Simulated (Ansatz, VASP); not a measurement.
## Two plane-wave programs on Sb

```
Sb
1.0
     3.22198    0.00000    0.00000
     0.00000    3.22198    0.00000
     0.00000    0.00000    3.22198
Sb
1
Cartesian
  0.0000 0.0000 0.0000
```

Change from the starting cell: volume scaled by 1.06, PAW files.

Alike in both runs: task electric field gradients; functional PBE; k mesh 12 × 12 × 12; occupations fermi-dirac, width 0.08 eV; no spin polarisation.

|  | VASP | Ansatz |
| --- | --- | --- |
| version | VASP 6.6.1 | Ansatz 0.2.0 |
| potentials or method | VASP PAW PBE potentials, release 64 (Sb) | PAW with Ansatz's default frozen-core files, scalar-relativistic |
| plane-wave cutoff (eV) | 400 | 420 |
| valence electrons in the cell | 5 | 15 |

Ansatz gave:

| Item | Value |
| --- | --- |
| pressure (GPa) | -4.4 |

Question: Which values does VASP return?

Answer: Pressure (GPa): -4.5.

VASP's potentials hold 5 valence electrons a cell and Ansatz's 15, so a difference there can come from the potentials and not from the codes.

Neither program's run includes spin-orbit coupling.
